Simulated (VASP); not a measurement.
A run of VASP 6.6.1 is set up as follows.

INCAR

```
SYSTEM = Co
PREC = Accurate ; ENCUT = 520
EDIFF = 1E-6 ; ISMEAR = -1
SIGMA = 0.05 ; LREAL = .FALSE.
LASPH = .TRUE. ; NELM = 150
ALGO = Normal ; ISIF = 2
LWAVE = .FALSE. ; LCHARG = .TRUE.
ISPIN = 2 ; MAGMOM = 1.717
LORBIT = 11 ; LMAXMIX = 4
GGA = PE ; LELF = .TRUE.
LVHAR = .TRUE. ; NBANDS = 14
```

Contents of KPOINTS:

```
regular mesh
0
G
  17 17 17
  0 0 0
```

POSCAR

```
Co
1.0
    0.0000000000      1.8068342281      1.8068342281
    1.8068342281      0.0000000000      1.8068342281
    1.8068342281      1.8068342281      0.0000000000
Co
1
Direct
    0.0000000000      0.0000000000      0.0000000000
```

Potentials or basis: VASP PAW PBE potentials, release 64 (Co).

Command:

```sh
$ cat potpaw_PBE.64/Co/POTCAR > POTCAR
$ mpirun -np 1 vasp_std > vasp.out
```

(1) Predict the pressure.

(2) What does it give for the net moment?

Results:

(1) -14.1 GPa.

(2) 1.69 μB per cell.

Caveat: the cell stands under tension.
